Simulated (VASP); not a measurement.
Crystal: SrCl2.

```
Sr Cl
1.0
     0.00000    3.48835    3.48835
     3.48835    0.00000    3.48835
     3.48835    3.48835    0.00000
Sr Cl
1 2
Direct
  0.02415 0.00381 0.00175
  0.74410 0.75863 0.73488
  0.26494 0.25662 0.22529
```

This cell differs from its parent crystal: atoms moved at random.

```yaml
Program: VASP 6.6.1
Task: relaxation of the atoms
Functional: r2SCAN
Potentials_or_basis: VASP PAW PBE potentials, release 64 (Sr_sv, Cl)
Cutoff: 520 eV
k_mesh: 6 × 6 × 6
Occupations: gaussian, width 0.03 eV
Spin: no spin polarisation
```

At the start: pressure 0.7 GPa; volume 28.30 Å³/atom.

Problem. How do energy, volume and symmetry change on relaxing?

Solution. Over 9 steps the energy falls by 16.2 meV/atom; space group Cm (No. 8, to 0.1 Å) before, Fm-3m (No. 225, to 0.1 Å).

Step by step:
```
step  energy change (eV)  largest force (eV/Å)  pressure (GPa)
   1              0.0000                0.4953            0.72
   2             -0.0187                0.3803            0.57
   3             -0.0464                0.0937            0.35
   4             -0.0471                0.0802            0.35
   5             -0.0471                0.0795            0.35
   6             -0.0481                0.0496            0.34
   7             -0.0486                0.0205            0.34
   8             -0.0487                0.0106            0.34
   9             -0.0487                0.0003            0.34
```

Final structure:
```
Sr Cl
1.0
     0.00000    3.48835    3.48835
     3.48835    0.00000    3.48835
     3.48835    3.48835    0.00000
Sr Cl
1 2
Direct
  0.01105 0.00635 0.98733
  0.76104 0.75638 0.73728
  0.26110 0.25633 0.23732
```

Caveat: the cell differs from its parent crystal (atoms moved at random); the PAW data sets were made with another functional, which shifts forces and pressure a little.
